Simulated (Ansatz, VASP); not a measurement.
One calculation of Re, two programs

```
CELL_PARAMETERS angstrom
0.00000 2.22638 1.63483
2.22638 0.00000 1.63483
2.22638 2.22638 0.00000
ATOMIC_POSITIONS crystal
Re 0.00000 0.00000 0.00000
```

Alike in both runs: task single point; functional PBE; k mesh 10 × 10 × 10; occupations gaussian, width 0.15 eV; no spin polarisation.

|  | VASP | Ansatz |
| --- | --- | --- |
| version | VASP 6.6.1 | Ansatz 0.2.0 |
| potentials or method | VASP PAW PBE potentials, release 64 (Re), cutoff 520 eV | scalar-relativistic, plane waves, PAW |
| valence electrons in the cell | 7 | 15 |

|  | VASP | Ansatz | Ansatz less VASP |
| --- | --- | --- | --- |
| gap on the k mesh at the Fermi level (eV) | none | none | - |
| pressure (GPa) | -22.3 | -21.5 | +0.77 |
| traceless stress, the component that is largest in VASP (GPa) | 0.02 | -0.14 | -0.158 |

A gap of «none» marks a metal or a gap that the smearing closes. VASP's potentials hold 7 valence electrons a cell and Ansatz's 15, so a difference there can come from the potentials and not from the codes.

Neither program's run includes spin-orbit coupling.
